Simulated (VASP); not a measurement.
# NaH in VASP: further runs

NaH is run at these levels: PBE, r2SCAN; tasks: single point.

Everything below comes from runs of VASP 6.6.1. Logs are shortened: lines on timing, memory, paths and dates and some standing lists are left out, and cuts for length are marked.

### Step 1. The cell of the first run

Symmetry: Fm-3m, No. 225, cubic system. Conventional cell: a = 4.741 Å, b = 4.741 Å, c = 4.741 Å, α = 90.00°, β = 90.00°, γ = 90.00°. Within 3.1 Å of Na (site symmetry m-3m) lie 6 H at 2.37 Å. H (site symmetry m-3m) has 6 Na at 2.37 Å within 3.1 Å.

### Step 2. Single point, PBE (strain -1.1%)

File INCAR:

```
ALGO = Normal ; EDIFF = 1E-7
ENCUT = 520 ; GGA = PE
ISIF = 2 ; ISMEAR = -1
LASPH = True ; LCHARG = False
LREAL = False ; LWAVE = False
NBANDS = 11 ; NELM = 80
PREC = Accurate ; SIGMA = 0.02
```

File KPOINTS:

```
k-points
0
Gamma
  10 10 10
```

File POSCAR:

```
NaH
1.0
    0.0000000000      2.3704203984      2.3704203984
    2.3704203984      0.0000000000      2.3704203984
    2.3704203984      2.3704203984      0.0000000000
Na H
1 1
Direct
    0.0000000000      0.0000000000      0.0000000000
    0.5000000000      0.5000000000      0.5000000000
```

Potentials or basis: VASP PAW PBE potentials, release 64 (Na_pv, H).

Run with:

```
$ cat potpaw_PBE.64/Na_pv/POTCAR potpaw_PBE.64/H/POTCAR > POTCAR
$ mpirun -np 1 vasp_std > vasp.out
```

OUTCAR:

```text
EDIFF = 1E-7
   ENCUT = 520
   GGA = PE
   ISIF = 2
   ISMEAR = -1
   LASPH = True
   LREAL = False
   NELM = 80
   PREC = Accurate

 ion  position               nearest neighbor table
   1  0.000  0.000  0.000-
   2  0.500  0.500  0.500-

  LATTYP: Found a face centered cubic cell.
 ALAT       =     4.7408407968

  Lattice vectors:

 A1 = (   0.0000000000,   2.3704203984,   2.3704203984)
 A2 = (   2.3704203984,   0.0000000000,   2.3704203984)
 A3 = (   2.3704203984,   2.3704203984,   0.0000000000)

Analysis of symmetry for initial positions (statically):
=====================================================================
 Subroutine PRICEL returns:
 Original cell was already a primitive cell.

 Routine SETGRP: Setting up the symmetry group for a
 face centered cubic supercell.

 Subroutine GETGRP returns: Found 48 space group operations
 (whereof 48 operations were pure point group operations)
 out of a pool of 48 trial point group operations.

The static configuration has the point symmetry O_h .

Analysis of symmetry for dynamics (positions and initial velocities):
=====================================================================
 Subroutine PRICEL returns:
 Original cell was already a primitive cell.

 Routine SETGRP: Setting up the symmetry group for a
 face centered cubic supercell.

 Subroutine GETGRP returns: Found 48 space group operations
 (whereof 48 operations were pure point group operations)
 out of a pool of 48 trial point group operations.

The dynamic configuration has the point symmetry O_h .

 Subroutine INISYM returns: Found 48 space group operations
 (whereof 48 operations are pure point group operations),
 and found     1 'primitive' translations

----------------------------------------------------------------------------------------

                                     Primitive cell

  volume of cell :      26.6383

  direct lattice vectors                    reciprocal lattice vectors
     0.000000000  2.370420398  2.370420398    -0.210933048  0.210933048  0.210933048
     2.370420398  0.000000000  2.370420398     0.210933048 -0.210933048  0.210933048
     2.370420398  2.370420398  0.000000000     0.210933048  0.210933048 -0.210933048

  length of vectors
     3.352280676  3.352280676  3.352280676     0.365346756  0.365346756  0.365346756

  position of ions in fractional coordinates (direct lattice)
     0.000000000  0.000000000  0.000000000
     0.500000000  0.500000000  0.500000000

  ion indices of the primitive-cell ions
   primitive index   ion index
                 1           1
                 2           2

----------------------------------------------------------------------------------------

 KPOINTS: k-points

Automatic generation of k-mesh.
 Grid dimensions read from file:
 generate k-points for:   10   10   10

 Generating k-lattice:

  Cartesian coordinates                     Fractional coordinates (reciprocal lattice)
    -0.021093305  0.021093305  0.021093305     0.100000000  0.000000000  0.000000000
     0.021093305 -0.021093305  0.021093305     0.000000000  0.100000000  0.000000000
     0.021093305  0.021093305 -0.021093305     0.000000000  0.000000000  0.100000000

  Length of vectors
     0.036534676  0.036534676  0.036534676

  Shift w.r.t. Gamma in fractional coordinates (k-lattice)
     0.000000000  0.000000000  0.000000000

 Subroutine IBZKPT returns following result:
 ===========================================

 Found     47 irreducible k-points:

 Following reciprocal coordinates:
            Coordinates               Weight
  0.000000  0.000000  0.000000      1.000000
  0.100000  0.000000  0.000000      8.000000
  0.200000  0.000000  0.000000      8.000000
  0.300000  0.000000  0.000000      8.000000
  0.400000  0.000000  0.000000      8.000000
  0.500000  0.000000  0.000000      4.000000
[... 16 lines left out ...]
  0.300000  0.300000  0.000000      6.000000
  0.400000  0.300000  0.000000     24.000000
 [... further k-points ...]
   k-points           NKPTS =     47   k-points in BZ     NKDIM =     47   number of bands    NBANDS=     11
   number of dos      NEDOS =    301   number of ions     NIONS =      2
   total plane-waves  NPLWV =  21952
   dimension x,y,z NGX =    28 NGY =   28 NGZ =   28
   dimension x,y,z NGXF=    56 NGYF=   56 NGZF=   56
   ions per type =               1   1
   NGX,Y,Z   is equivalent  to a cutoff of  13.89, 13.89, 13.89 a.u.
   NGXF,Y,Z  is equivalent  to a cutoff of  27.77, 27.77, 27.77 a.u.
 SYSTEM =  unknown system
   PREC   = accura    normal or accurate (medium, high low for compatibility)
   ISTART =      0    job   : 0-new  1-cont  2-samecut
   ICHARG =      2    charge: 1-file 2-atom 10-const
   ISPIN  =      1    spin polarized calculation?
   LNONCOLLINEAR =      F non collinear calculations
   LSORBIT =      F    spin-orbit coupling
   LASPH  =      T    aspherical Exc in radial PAW
   ENCUT  =  520.0 eV  38.22 Ry    6.18 a.u.   6.23  6.23  6.23*2*pi/ulx,y,z
   NELM   =     80;   NELMIN=  2; NELMDL= -5     # of ELM steps
   EDIFF  = 0.1E-06   stopping-criterion for ELM
   LREAL  =      F    real-space projection
   EDIFFG = 0.1E-05   stopping-criterion for IOM
   NSW    =      0    number of steps for IOM
   IBRION =     -1    ionic relax: 0-MD 1-quasi-New 2-CG
   NFREE  =      0    steps in history (QN), initial steepest desc. (CG)
   ISIF   =      2    stress and relaxation
   ISYM   =      2    0-nonsym 1-usesym 2-fastsym
   POTIM  = 0.5000    time-step for ionic-motion
   TEBEG  =    0.0;   TEEND  =   0.0 temperature during run
   PSTRESS=    0.0 pullay stress
   NELECT =       8.0000    total number of electrons
   NUPDOWN=      -1.0000    fix difference up-down
   EMIN   =  10.00;   EMAX   =-10.00  energy-range for DOS
   EFERMI =   0.00;   METHOD = LEGACY
   ISMEAR =    -1;   SIGMA  =   0.02  broadening in eV -4-tet -1-fermi 0-gaus
   EFERMI_NEDOS =   21; number of points for ismear=-14 and -15
   IALGO  =     38    algorithm
   IMIX   =      4    mixing-type and parameters
     AMIX     =   0.40;   BMIX     =  1.00
     AMIX_MAG =   1.60;   BMIX_MAG =  1.00
  volume/ion in A,a.u.               =      13.32        89.88
  Fermi-wavevector in a.u.,A,eV,Ry     =   1.096317  2.071739 16.352989  1.201911
  Thomas-Fermi vector in A             =   2.232657
   LORBIT       =      0    0 simple, 1 ext, 2 COOP (PROOUT), +10 PAW based schemes
   GGA     = PE    functional components
   LHFCALC =     F    Hartree Fock is set to
   AEXX    =    0.0000 exact exchange contribution
   IVDW    =     0    specifies the selected vdW correction
   LEPSILON=     F    determine dielectric tensor
   LRPA    =     F    only Hartree local field effects (RPA)
 non-spin polarized calculation
  energy-cutoff  :      520.00
  volume of cell :       26.64
 maximum number of plane-waves:       728
 NGX is ok and might be reduce to    28
   NGX = 13   NGY = 13   NGZ = 13

 number of electron       7.9999996 magnetization

 Free energy of the ion-electron system (eV)
  ---------------------------------------------------
  ext. energy  EPLUGINS =         0.00000000
  ---------------------------------------------------
  free energy    TOTEN  =        -5.08031952 eV

  energy without entropy =       -5.08031952  energy(sigma->0) =       -5.08031952

 E-fermi :  -0.5558     XC(G=0):  -7.9648

 val. band max:       -0.9439007721   @ k =  -0.3000   0.5000   0.2000
 cond. band min:       2.9324682256   @ k =   0.5000   0.0000   0.0000
 fundamental gap:      3.8763689977
 Fermi energy:        -0.5558227319

 k-point     1 :       0.0000    0.0000    0.0000
  band No.  band energies     occupation
      1     -22.9286      2.00000
      2     -22.9286      2.00000
      3     -22.9286      2.00000
      4      -4.7066      2.00000
      5      10.0095      0.00000
      6      15.1102      0.00000
      7      15.1102      0.00000
      8      15.1102      0.00000
      9      16.1127      0.00000
     10      16.1127      0.00000
     11      16.1127      0.00000

 k-point     2 :       0.1000    0.0000    0.0000
  band No.  band energies     occupation
      1     -22.9397      2.00000
      2     -22.9299      2.00000
      3     -22.9299      2.00000
      4      -4.5257      2.00000
      5       9.3975      0.00000
      6      12.9499      0.00000
      7      14.5061      0.00000
      8      14.5061      0.00000
      9      16.8376      0.00000
     10      16.8376      0.00000
     11      17.0154      0.00000

 k-point     3 :       0.2000    0.0000    0.0000
  band No.  band energies     occupation
      1     -22.9685      2.00000
      2     -22.9333      2.00000
      3     -22.9333      2.00000
      4      -4.0006      2.00000
      5       7.6465      0.00000
      6      11.4260      0.00000
      7      13.7825      0.00000
      8      13.7825      0.00000
      9      17.3044      0.00000
     10      17.3044      0.00000
     11      18.0748      0.00000

 k-point     4 :       0.3000    0.0000    0.0000
  band No.  band energies     occupation
      1     -23.0037      2.00000
      2     -22.9375      2.00000
      3     -22.9375      2.00000
      4      -3.1955      2.00000
      5       5.5109      0.00000
      6      10.7052      0.00000
      7      13.2494      0.00000
      8      13.2495      0.00000
      9      16.7631      0.00000
     10      16.7631      0.00000
     11      18.8274      0.00000

 k-point     5 :       0.4000    0.0000    0.0000
  band No.  band energies     occupation
      1     -23.0318      2.00000
      2     -22.9408      2.00000
      3     -22.9408      2.00000
      4      -2.2905      2.00000
      5       3.7180      0.00000
      6      10.3619      0.00000
      7      12.9271      0.00000
      8      12.9271      0.00000
      9      16.2577      0.00000
     10      16.2577      0.00000
     11      18.8243      0.00000
[... 211 lines left out ...]
 k-point    21 :      -0.3000    0.2000    0.0000
  band No.  band energies     occupation
      1     -23.0145      2.00000
      2     -22.9680      2.00000
      3     -22.9422      2.00000
      4      -2.1335      2.00000
      5       4.7296      0.00000
      6       7.2041      0.00000
      7      12.5247      0.00000
      8      13.1818      0.00000
      9      17.5080      0.00000
     10      17.9247      0.00000
     11      20.1064      0.00000

 k-point    22 :      -0.2000    0.2000    0.0000
  band No.  band energies     occupation
      1     -22.9979      2.00000
      2     -22.9579      2.00000
      3     -22.9368      2.00000
      4      -2.9461      2.00000
      5       6.0380      0.00000
      6       8.0077      0.00000
      7      13.5121      0.00000
      8      13.5827      0.00000
      9      17.2240      0.00000
     10      18.0612      0.00000
     11      18.4123      0.00000

 k-point    23 :       0.3000    0.3000    0.0000
  band No.  band energies     occupation
      1     -22.9979      2.00000
      2     -22.9536      2.00000
      3     -22.9536      2.00000
      4      -2.7628      2.00000
      5       5.9890      0.00000
      6      10.3791      0.00000
      7      10.9457      0.00000
      8      10.9457      0.00000
      9      13.4273      0.00000
     10      20.4456      0.00000
     11      22.7486      0.00000

 k-point    24 :       0.4000    0.3000    0.0000
  band No.  band energies     occupation
      1     -23.0120      2.00000
      2     -22.9613      2.00000
      3     -22.9579      2.00000
      4      -2.1203      2.00000
      5       5.1214      0.00000
      6       8.5825      0.00000
      7      10.6709      0.00000
      8      11.5020      0.00000
      9      13.5356      0.00000
     10      20.8267      0.00000
     11      22.2918      0.00000

 [... further k-points ...]
[... 5 lines left out ...]
  --------------------------------------------------------------------------------------
  -------------------------------------------------------------------------------------
  Total        0.2401097      0.2401097      0.2401097      0.0000000     -0.0000000      0.0000000
  in kB       14.4415632     14.4415632     14.4415632      0.0000000     -0.0000000      0.0000000
  external PRESSURE =      14.4415632 kB  Pullay stress =       0.0000000 kB

 VOLUME and BASIS-vectors are now :
 -----------------------------------------------------------------------------
  energy-cutoff  :      520.00
  volume of cell :       26.64
      direct lattice vectors                 reciprocal lattice vectors
     0.000000000  2.370420398  2.370420398    -0.210933048  0.210933048  0.210933048
     2.370420398  0.000000000  2.370420398     0.210933048 -0.210933048  0.210933048
     2.370420398  2.370420398  0.000000000     0.210933048  0.210933048 -0.210933048

 POSITION                                       TOTAL-FORCE (eV/Angst)
 -----------------------------------------------------------------------------------
      0.00000      0.00000      0.00000         0.000000      0.000000     -0.000000
      2.37042      2.37042      2.37042         0.000000      0.000000      0.000000
 -----------------------------------------------------------------------------------
    total drift:                               -0.000000     -0.000000     -0.000000

  FREE ENERGIE OF THE ION-ELECTRON SYSTEM (eV)
  ---------------------------------------------------
  free  energy   TOTEN  =        -5.0803195227 eV

  energy  without entropy=       -5.0803195226  energy(sigma->0) =       -5.08031952
```

It took 19 s on 1 thread of Intel Xeon Platinum 8259CL at 2.50GHz (Skylake/Cascade Lake), shared host; peak memory 0.15 GiB.

What came out:

```
Free energy            : -5.0803 eV
Pressure               : 1.4 GPa
Band gap on the k mesh : 3.88 eV, indirect (least direct gap 4.74 eV)
```

Caveat: the cell differs from its parent crystal (strain -1.1%). A k mesh can miss the band edges.

### Step 3. Single point, r2SCAN (strain -1.1%)

POSCAR is that of step 2.

File INCAR.step1:

```
PREC = Accurate
ENCUT = 520
ISMEAR = 0
SIGMA = 0.01
LREAL = False
LASPH = True
NELM = 60
NBANDS = 11
GGA = PE
ALGO = Normal
EDIFF = 1E-4
LWAVE = True
LCHARG = False
```

File INCAR.step2:

```
PREC = Accurate
ENCUT = 520
EDIFF = 1E-7
ISMEAR = 0
SIGMA = 0.01
LREAL = False
LASPH = True
NELM = 60
ALGO = Normal
ISIF = 2
LWAVE = False
LCHARG = False
METAGGA = R2SCAN
LMIXTAU = True
NBANDS = 11
ISTART = 1
```

File KPOINTS:

```
regular mesh
0
Gamma
  10 10 10
```

Potentials or basis: VASP PAW PBE potentials, release 64 (Na_pv, H).

Run with:

```
$ cat potpaw_PBE.64/Na_pv/POTCAR potpaw_PBE.64/H/POTCAR > POTCAR
$ cp INCAR.step1 INCAR
$ mpirun -np 1 vasp_std > vasp.out
$ cp INCAR.step2 INCAR
$ mpirun -np 1 vasp_std > vasp.out
```

Wall time 71 s (1 thread of Intel Xeon Platinum 8259CL at 2.50GHz (Skylake/Cascade Lake), shared host); peak memory 0.16 GiB.

It converged, with:

```yaml
Free_energy: -7.6015 eV
Pressure: 0.7 GPa
Band_gap_on_the_k_mesh: 4.49 eV, indirect (least direct gap 5.33 eV)
```

Levels at points of the mesh, in eV from the valence-band top:
```csv
k point,band 2,band 3,band 4,band 5,band 6,band 7
"(0.00, 0.00, 0.00)",-22.77,-22.77,-3.69,12.00,16.81,16.81
"(0.50, 0.00, 0.00)",-22.79,-22.79,-0.84,4.49,12.13,14.29
"(0.50, 0.50, 0.00)",-22.81,-22.81,-0.16,5.34,10.95,11.78
```

Caveat: the cell differs from its parent crystal (strain -1.1%); the PAW data sets were made with another functional, which shifts forces and pressure a little.

### Step 4. Single point, PBE (strain along [111] +3.4%)

File INCAR:

```
SYSTEM = NaH
  PREC = Accurate
  ENCUT = 520
  EDIFF = 1E-6
  ISMEAR = -1
  SIGMA = 0.02
  LREAL = .False.
  LASPH = .True.
  NELM = 100
  ALGO = Normal
  ISIF = 2
  LWAVE = .False.
  LCHARG = .True.
  GGA = PE
  LELF = .True.
  LVHAR = .True.
  NBANDS = 11
```

File KPOINTS:

```
regular mesh
0
Gamma
  10 10 10
  0 0 0
```

File POSCAR:

```
NaH
1.0
    0.0535444411      2.4510567283      2.4510567283
    2.4510567283      0.0535444411      2.4510567283
    2.4510567283      2.4510567283      0.0535444411
Na H
1 1
Direct
    0.0000000000      0.0000000000      0.0000000000
    0.5000000000      0.5000000000      0.5000000000
```

Run with:

```
$ cat potpaw_PBE.64/Na_pv/POTCAR potpaw_PBE.64/H/POTCAR > POTCAR
$ mpirun -np 1 vasp_std > vasp.out
```

It took 42 s on 1 thread of Intel Xeon Platinum 8259CL at 2.50GHz (Skylake/Cascade Lake), shared host; peak memory 0.17 GiB.

The run converged. Its results:

| Item | Value |
| --- | --- |
| Free energy | -5.0845 eV |
| Pressure | -0.3 GPa |
| Band gap on the k mesh | 3.56 eV, indirect (least direct gap 4.53 eV) |

Stress tensor (GPa, compression positive):
```
-0.26 -0.52 -0.52
-0.52 -0.26 -0.52
-0.52 -0.52 -0.26
```

Levels at points of the mesh, in eV from the valence-band top:
```csv
k point,band 1,band 2,band 3,band 4,band 5,band 6,band 7,band 8,band 9
"(0.00, 0.00, 0.00)",-22.11,-22.11,-22.10,-3.58,10.33,15.08,15.76,15.80,15.80
"(0.50, 0.00, 0.00)",-22.20,-22.12,-22.11,-0.79,3.83,10.65,13.03,13.45,16.01
"(0.50, 0.50, 0.00)",-22.19,-22.14,-22.14,-0.16,4.64,9.99,10.37,10.90,11.71
"(0.50, 0.50, 0.50)",-22.19,-22.12,-22.12,-0.97,3.56,10.97,13.65,13.65,16.65
```

Caveat: the cell differs from its parent crystal (strain along [111] +3.4%). A k mesh can miss the band edges.

[end of part 1 of 2]
